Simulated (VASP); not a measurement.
# AlCu3 (I4mm) in VASP: single point with PBEsol

Aim: the single point of AlCu3 with PBEsol.

Program: VASP 6.6.1. These are calculated values, not measurements. Logs are shortened: lines on timing, memory, paths and dates and some standing lists are left out, and cuts for length are marked.

**1. The cell of the first run**

Symmetry: I4mm, No. 107, tetragonal system. The conventional cell has a = 4.078 Å, b = 4.078 Å, c = 5.767 Å, α = 90.00°, β = 90.00°, γ = 90.00°. Within 3.2 Å of Al (site symmetry 4mm) lie 14 Cu at 2.41 to 3.00 Å. Cu (site symmetry 4mm) has 8 Cu at 2.48 to 2.52 Å and 6 Al at 2.77 to 3.00 Å within 3.3 Å. Within 3.2 Å of Cu (site symmetry 2mm) lie 4 Al at 2.41 to 2.59 Å and 10 Cu at 2.48 to 2.88 Å.

**2. Single point, PBEsol (atoms displaced along a vibrational mode)**

The input, INCAR:

```
PREC = Accurate
ENCUT = 520
EDIFF = 1E-7
ISMEAR = 0
SIGMA = 0.15
LREAL = False
LASPH = True
NELM = 80
ALGO = Fast
ISIF = 2
LWAVE = False
LCHARG = False
GGA = PS
NBANDS = 26
```

The input, KPOINTS:

```
regular mesh
0
Gamma
  14 14 14
```

The input, POSCAR:

```
AlCu3
1.0
    0.0000000000      2.8834704780      2.8834704780
    2.8834704780      0.0000000000      2.8834704780
    2.8834704780      2.8834704780      0.0000000000
Al Cu
1 3
Direct
   -0.0216752696      0.0216752696      0.0216752696
    0.4986382743      0.5013617257      0.5013617257
    0.2552825067      0.2447174933      0.2447174933
    0.7552825067      0.7447174933      0.7447174933
```

Potentials or basis: VASP PAW PBE potentials, release 64 (Al, Cu).

Started as:

```console
$ cat potpaw_PBE.64/Al/POTCAR potpaw_PBE.64/Cu/POTCAR > POTCAR
$ mpirun -np 1 vasp_std > vasp.out
```

OUTCAR:

```text
PREC = Accurate
   ENCUT = 520
   EDIFF = 1E-7
   ISMEAR = 0
   LREAL = False
   LASPH = True
   NELM = 80
   ISIF = 2
   GGA = PS

 ion  position               nearest neighbor table
   1  0.978  0.022  0.022-   4 2.41   4 2.41   3 2.41   3 2.41   3 2.59   3 2.59   4 2.59   4 2.59
                             2 2.77   2 2.89   2 2.89   2 2.89   2 2.89   2 3.00
   2  0.499  0.501  0.501-   4 2.48   3 2.48   3 2.48   4 2.48   3 2.52   4 2.52   4 2.52   3 2.52
                             1 2.77   1 2.89   1 2.89   1 2.89   1 2.89   1 3.00
   3  0.255  0.245  0.245-   1 2.41   1 2.41   2 2.48   2 2.48   2 2.52   2 2.52   1 2.59   1 2.59

   4  0.755  0.745  0.745-   1 2.41   1 2.41   2 2.48   2 2.48   2 2.52   2 2.52   1 2.59   1 2.59

  LATTYP: Found a face centered cubic cell.
 ALAT       =     5.7669409560

  Lattice vectors:

 A1 = (   0.0000000000,   2.8834704780,   2.8834704780)
 A2 = (   2.8834704780,   0.0000000000,   2.8834704780)
 A3 = (   2.8834704780,   2.8834704780,   0.0000000000)

Analysis of symmetry for initial positions (statically):
=====================================================================
 Subroutine PRICEL returns:
 Original cell was already a primitive cell.

 Routine SETGRP: Setting up the symmetry group for a
 face centered cubic supercell.

 Subroutine GETGRP returns: Found  8 space group operations
 (whereof  8 operations were pure point group operations)
 out of a pool of 48 trial point group operations.

The static configuration has the point symmetry C_4v.

Analysis of symmetry for dynamics (positions and initial velocities):
=====================================================================
 Subroutine PRICEL returns:
 Original cell was already a primitive cell.

 Routine SETGRP: Setting up the symmetry group for a
 face centered cubic supercell.

 Subroutine GETGRP returns: Found  8 space group operations
 (whereof  8 operations were pure point group operations)
 out of a pool of 48 trial point group operations.

The dynamic configuration has the point symmetry C_4v.

 Subroutine INISYM returns: Found  8 space group operations
 (whereof  8 operations are pure point group operations),
 and found     1 'primitive' translations

----------------------------------------------------------------------------------------

                                     Primitive cell

  volume of cell :      47.9487

  direct lattice vectors                    reciprocal lattice vectors
     0.000000000  2.883470478  2.883470478    -0.173402157  0.173402157  0.173402157
     2.883470478  0.000000000  2.883470478     0.173402157 -0.173402157  0.173402157
     2.883470478  2.883470478  0.000000000     0.173402157  0.173402157 -0.173402157

  length of vectors
     4.077843057  4.077843057  4.077843057     0.300341346  0.300341346  0.300341346

  position of ions in fractional coordinates (direct lattice)
     0.978324730  0.021675270  0.021675270
     0.498638274  0.501361726  0.501361726
     0.255282507  0.244717493  0.244717493
     0.755282507  0.744717493  0.744717493

  ion indices of the primitive-cell ions
   primitive index   ion index
                 1           1
                 2           2
                 3           3
                 4           4

----------------------------------------------------------------------------------------

 KPOINTS: regular mesh

Automatic generation of k-mesh.
 Grid dimensions read from file:
 generate k-points for:   14   14   14

 Generating k-lattice:

  Cartesian coordinates                     Fractional coordinates (reciprocal lattice)
    -0.012385868  0.012385868  0.012385868     0.071428571  0.000000000  0.000000000
     0.012385868 -0.012385868  0.012385868     0.000000000  0.071428571  0.000000000
     0.012385868  0.012385868 -0.012385868     0.000000000  0.000000000  0.071428571

  Length of vectors
     0.021452953  0.021452953  0.021452953

  Shift w.r.t. Gamma in fractional coordinates (k-lattice)
     0.000000000  0.000000000  0.000000000

 Subroutine IBZKPT returns following result:
 ===========================================

 Found    244 irreducible k-points:

 Following reciprocal coordinates:
            Coordinates               Weight
  0.000000  0.000000  0.000000      1.000000
  0.071429  0.000000  0.000000      8.000000
  0.142857  0.000000  0.000000      8.000000
  0.214286  0.000000  0.000000      8.000000
  0.285714  0.000000  0.000000      8.000000
  0.357143  0.000000  0.000000      8.000000
[... 16 lines left out ...]
 -0.428571  0.071429  0.000000     16.000000
  0.000000 -0.428571  0.071429      8.000000
 [... further k-points ...]
   k-points           NKPTS =    244   k-points in BZ     NKDIM =    244   number of bands    NBANDS=     26
   number of dos      NEDOS =    301   number of ions     NIONS =      4
   total plane-waves  NPLWV =  27000
   dimension x,y,z NGX =    30 NGY =   30 NGZ =   30
   dimension x,y,z NGXF=    60 NGYF=   60 NGZF=   60
   ions per type =               1   3
   NGX,Y,Z   is equivalent  to a cutoff of  12.23, 12.23, 12.23 a.u.
   NGXF,Y,Z  is equivalent  to a cutoff of  24.46, 24.46, 24.46 a.u.
 SYSTEM =  unknown system
   PREC   = accura    normal or accurate (medium, high low for compatibility)
   ISTART =      0    job   : 0-new  1-cont  2-samecut
   ICHARG =      2    charge: 1-file 2-atom 10-const
   ISPIN  =      1    spin polarized calculation?
   LNONCOLLINEAR =      F non collinear calculations
   LSORBIT =      F    spin-orbit coupling
   LASPH  =      T    aspherical Exc in radial PAW
   ENCUT  =  520.0 eV  38.22 Ry    6.18 a.u.   7.58  7.58  7.58*2*pi/ulx,y,z
   NELM   =     80;   NELMIN=  2; NELMDL= -5     # of ELM steps
   EDIFF  = 0.1E-06   stopping-criterion for ELM
   LREAL  =      F    real-space projection
   EDIFFG = 0.1E-05   stopping-criterion for IOM
   NSW    =      0    number of steps for IOM
   IBRION =     -1    ionic relax: 0-MD 1-quasi-New 2-CG
   NFREE  =      0    steps in history (QN), initial steepest desc. (CG)
   ISIF   =      2    stress and relaxation
   ISYM   =      2    0-nonsym 1-usesym 2-fastsym
   POTIM  = 0.5000    time-step for ionic-motion
   TEBEG  =    0.0;   TEEND  =   0.0 temperature during run
   PSTRESS=    0.0 pullay stress
   NELECT =      36.0000    total number of electrons
   NUPDOWN=      -1.0000    fix difference up-down
   EMIN   =  10.00;   EMAX   =-10.00  energy-range for DOS
   EFERMI =   0.00;   METHOD = LEGACY
   ISMEAR =     0;   SIGMA  =   0.15  broadening in eV -4-tet -1-fermi 0-gaus
   EFERMI_NEDOS =   21; number of points for ismear=-14 and -15
   IALGO  =     68    algorithm
   IMIX   =      4    mixing-type and parameters
     AMIX     =   0.40;   BMIX     =  1.00
     AMIX_MAG =   1.60;   BMIX_MAG =  1.00
  volume/ion in A,a.u.               =      11.99        80.89
  Fermi-wavevector in a.u.,A,eV,Ry     =   1.487933  2.811786 30.122561  2.213946
  Thomas-Fermi vector in A             =   2.601032
   LORBIT       =      0    0 simple, 1 ext, 2 COOP (PROOUT), +10 PAW based schemes
   GGA     = PS    functional components
   LHFCALC =     F    Hartree Fock is set to
   AEXX    =    0.0000 exact exchange contribution
   IVDW    =     0    specifies the selected vdW correction
   LEPSILON=     F    determine dielectric tensor
   LRPA    =     F    only Hartree local field effects (RPA)
 non-spin polarized calculation
 RMM-DIIS sequential band-by-band and
 Gauss-broadening in eV      SIGMA  =   0.15
  energy-cutoff  :      520.00
  volume of cell :       47.95
 maximum number of plane-waves:      1309
   NGX = 15   NGY = 15   NGZ = 15

 number of electron      35.9999992 magnetization

 Free energy of the ion-electron system (eV)
  ---------------------------------------------------
  ext. energy  EPLUGINS =         0.00000000
  ---------------------------------------------------
  free energy    TOTEN  =       -17.64272258 eV

  energy without entropy =      -17.63003114  energy(sigma->0) =      -17.63637686

 E-fermi :   8.6393     XC(G=0): -12.4938

 val. band max:        8.6321895531   @ k =   0.0714   0.5000   0.2143
 cond. band min:       8.6400500671   @ k =   0.2857   0.1429   0.0714
 fundamental gap:      0.0078605140
 Fermi energy:         8.6392861555

 k-point     1 :       0.0000    0.0000    0.0000
  band No.  band energies     occupation
      1      -2.0677      2.00000
      2       3.7576      2.00000
      3       3.8332      2.00000
      4       3.9329      2.00000
      5       3.9329      2.00000
      6       4.0061      2.00000
[... 18 lines left out ...]
     25      15.3813      0.00000
     26      15.4261      0.00000

 k-point     2 :       0.0714    0.0000    0.0000
  band No.  band energies     occupation
      1      -1.9966      2.00000
      2       3.7502      2.00000
      3       3.8125      2.00000
      4       3.9144      2.00000
      5       3.9844      2.00000
      6       4.0338      2.00000
[... 18 lines left out ...]
     25      15.1951      0.00000
     26      15.3214      0.00000

 k-point     3 :       0.1429    0.0000    0.0000
  band No.  band energies     occupation
      1      -1.7846      2.00000
      2       3.7320      2.00000
      3       3.7991      2.00000
      4       3.8551      2.00000
      5       4.0867      2.00000
      6       4.1157      2.00000
[... 18 lines left out ...]
     25      14.9537      0.00000
     26      15.5417      0.00000

 k-point     4 :       0.2143    0.0000    0.0000
  band No.  band energies     occupation
      1      -1.4351      2.00000
      2       3.6323      2.00000
      3       3.8139      2.00000
      4       3.8233      2.00000
      5       4.2052      2.00000
      6       4.2236      2.00000
[... 18 lines left out ...]
     25      15.3930      0.00000
     26      16.2627      0.00000

 k-point     5 :       0.2857    0.0000    0.0000
  band No.  band energies     occupation
      1      -0.9551      2.00000
      2       3.3277      2.00000
      3       3.8539      2.00000
      4       3.8562      2.00000
      5       4.3194      2.00000
      6       4.3296      2.00000
[... 18 lines left out ...]
     25      16.2583      0.00000
     26      17.2405      0.00000

 k-point     6 :       0.3571    0.0000    0.0000
  band No.  band energies     occupation
      1      -0.3563      2.00000
      2       2.7584      2.00000
      3       3.9073      2.00000
      4       3.9111      2.00000
      5       4.3913      2.00000
      6       4.4073      2.00000
[... 427 lines left out ...]
 k-point    21 :       0.5000    0.0714    0.0000
  band No.  band energies     occupation
      1       0.8469      2.00000
      2       1.5728      2.00000
      3       3.9130      2.00000
      4       4.0103      2.00000
      5       4.3583      2.00000
      6       4.4557      2.00000
[... 18 lines left out ...]
     25      19.0550      0.00000
     26      20.9369      0.00000

 k-point    22 :       0.0000    0.5000    0.0714
  band No.  band energies     occupation
      1       0.8446      2.00000
      2       1.5749      2.00000
      3       3.9183      2.00000
      4       4.0043      2.00000
      5       4.3673      2.00000
      6       4.4555      2.00000
[... 18 lines left out ...]
     25      19.0530      0.00000
     26      20.4788      0.00000

 k-point    23 :      -0.4286    0.0714    0.0000
  band No.  band energies     occupation
      1       0.6260      2.00000
      2       1.8035      2.00000
      3       3.9318      2.00000
      4       3.9774      2.00000
      5       4.3492      2.00000
      6       4.4669      2.00000
[... 18 lines left out ...]
     25      18.5653      0.00000
     26      20.0504      0.00000

 k-point    24 :       0.0000   -0.4286    0.0714
  band No.  band energies     occupation
      1       0.6271      2.00000
      2       1.8018      2.00000
      3       3.9374      2.00000
      4       3.9717      2.00000
      5       4.3571      2.00000
      6       4.4699      2.00000
[... 18 lines left out ...]
     25      18.5588      0.00000
     26      20.0393      0.00000

 [... further k-points ...]

------------------------ aborting loop because EDIFF is reached ----------------------------------------

  FORCE on cell =-STRESS in cart. coord.  units (eV):
  Direction    XX          YY          ZZ          XY          YZ          ZX
  --------------------------------------------------------------------------------------
  -------------------------------------------------------------------------------------
  Total        0.3043202      0.5193369      0.5193369     -0.0000000      0.0000000     -0.0000000
  in kB       10.1686865     17.3533456     17.3533456     -0.0000000      0.0000000     -0.0000000
  external PRESSURE =      14.9584592 kB  Pullay stress =       0.0000000 kB

 VOLUME and BASIS-vectors are now :
 -----------------------------------------------------------------------------
  energy-cutoff  :      520.00
  volume of cell :       47.95
      direct lattice vectors                 reciprocal lattice vectors
     0.000000000  2.883470478  2.883470478    -0.173402157  0.173402157  0.173402157
     2.883470478  0.000000000  2.883470478     0.173402157 -0.173402157  0.173402157
     2.883470478  2.883470478  0.000000000     0.173402157  0.173402157 -0.173402157

 POSITION                                       TOTAL-FORCE (eV/Angst)
 -----------------------------------------------------------------------------------
      0.12500      2.88347      2.88347        -1.105100      0.000000      0.000000
      2.89132      2.88347      2.88347        -0.153358      0.000000      0.000000
      1.41127      1.44174      1.44174         0.629229      0.000000      0.000000
      4.29474      4.32521      4.32521         0.629229      0.000000      0.000000
 -----------------------------------------------------------------------------------
    total drift:                                0.000501      0.000004      0.000005

  FREE ENERGIE OF THE ION-ELECTRON SYSTEM (eV)
  ---------------------------------------------------
  free  energy   TOTEN  =       -17.6427225808 eV

  energy  without entropy=      -17.6300311427  energy(sigma->0) =      -17.63637686
```

It took 5.2 min on 1 thread of Intel Xeon 6975P-C (Granite Rapids), shared host; peak memory 0.36 GiB.

Results:

| Quantity | Value |
| --- | --- |
| Free energy | -17.6427 eV |
| Pressure | 1.5 GPa |
| Largest force | 1.105 eV/Å |
| Band gap on the k mesh | zero (bands 18 and 19 overlap by 5.67 eV) |

Forces in eV/Å, atoms in the order of the input:
```
Al  -1.105  0.000  0.000
Cu  -0.153  0.000  0.000
Cu   0.629  0.000  0.000
Cu   0.629  0.000  0.000
```

Levels at points of the mesh, in eV from the Fermi level:
| k point | band 15 | band 16 | band 17 | band 18 | band 19 | band 20 | band 21 | band 22 |
| --- | --- | --- | --- | --- | --- | --- | --- | --- |
| (0.00, 0.00, 0.00) | -2.56 | -2.55 | 3.51 | 3.51 | 3.73 | 4.08 | 4.33 | 4.33 |
| (0.50, 0.00, 0.00) | -2.51 | -2.50 | -2.21 | 2.54 | 2.55 | 2.96 | 2.98 | 3.62 |
| (0.50, 0.50, 0.00) | -2.40 | -2.36 | -2.20 | -2.19 | -2.16 | 1.94 | 2.30 | 10.86 |
| (0.00, 0.50, 0.50) | -2.45 | -2.38 | -2.19 | -2.19 | -2.15 | 1.94 | 2.32 | 10.84 |

Caveat: the cell differs from its parent crystal (atoms displaced along a vibrational mode); the PAW data sets were made with another functional, which shifts forces and pressure a little.
